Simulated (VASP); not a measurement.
Input of a VASP 6.6.1 run:

File INCAR:

```
SYSTEM = ZrNb2N4
ALGO = Normal
EDIFF = 1E-6
ENCUT = 520
GGA = PE
ISIF = 2
ISMEAR = 0
LASPH = .True.
LCHARG = .True.
LELF = .True.
LREAL = .False.
LVHAR = .True.
LWAVE = .False.
NBANDS = 38
NELM = 60
PREC = Accurate
SIGMA = 0.1
```

The input KPOINTS:

```
k-points
0
Gamma
  6 10 6
  0 0 0
```

The input POSCAR:

```
ZrNb2N4
1.0
    5.0350728814      0.0000000000     -0.0299479737
    0.0000000000      3.0253319233      0.0000000000
   -1.6512793540      0.0000000000      4.9968608974
Zr Nb N
1 2 4
Direct
    0.0000000000      0.5000000000      0.5000000000
    0.0000000000      0.0000000000      0.0000000000
    0.5000000000      0.5000000000      0.0000000000
    0.7585398467      0.5000000000      0.7674468236
    0.2584866525      0.0000000000      0.7526596272
    0.7415133475      0.0000000000      0.2473403728
    0.2414601533      0.5000000000      0.2325531764
```

Potentials or basis: VASP PAW PBE potentials, release 64 (Zr_sv, Nb_sv, N).

Run with:

```bash
$ cat potpaw_PBE.64/Zr_sv/POTCAR potpaw_PBE.64/Nb_sv/POTCAR potpaw_PBE.64/N/POTCAR > POTCAR
$ mpirun -np 1 vasp_std > vasp.out
```

(1) What does it give for the band gap on the k mesh?

(2) Predict the largest force.

Answers

(1) zero (band 29 reaches 11.99 eV, above the bottom of band 30 at 9.12 eV).

(2) 0.038 eV/Å.
